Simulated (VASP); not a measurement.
BAs: dielectric tensor with LDA

BAs:

```
B As
1.0
     3.37785    0.00000    0.00000
     1.68892    2.92530    0.00000
     1.68892    0.97510    2.75800
B As
1 1
Direct
  0.00000 0.00000 0.00000
  0.25000 0.25000 0.25000
```

```yaml
Program: VASP 6.6.1
Task: dielectric tensor
Functional: LDA
Potentials_or_basis: VASP PAW LDA potentials, release 64 (B, As)
Cutoff: 520 eV
k_mesh: 7 × 7 × 7
Occupations: gaussian, width 0.01 eV
Spin: no spin polarisation
Dipole_correction: no
Further_INCAR_settings: ALGO = Normal; EDIFF = 1e-08
```

| Item | Value |
| --- | --- |
| Band gap on the k mesh | 1.14 eV, indirect (least direct gap 3.25 eV) |
| Electronic dielectric tensor (diagonal) | 10.52 |
| Born charges (mean of the diagonal) | B -0.48; As +0.48 e |

Levels at points of the mesh, in eV from the valence-band top:
```
           k point  band 2  band 3  band 4  band 5  band 6  band 7
(0.00, 0.00, 0.00)    0.00    0.00    0.00    3.25    3.25    3.25
```

Electronic dielectric tensor:
```
10.52  0.00  0.00
 0.00 10.52  0.00
 0.00  0.00 10.52
```

Born effective charge tensors (e):
atom 1, B
```
-0.48  0.00  0.00
 0.00 -0.48  0.00
 0.00  0.00 -0.48
```
atom 2, As
```
0.48 0.00 0.00
0.00 0.48 0.00
0.00 0.00 0.48
```

Wall time 50 s on 1 thread of Intel(R) Xeon(R) Platinum 8488C (Sapphire Rapids) (shared host), peak memory 0.19 GiB.

A k mesh can miss the band edges. A hybrid or GW would open this gap; LDA tends to underestimate it.
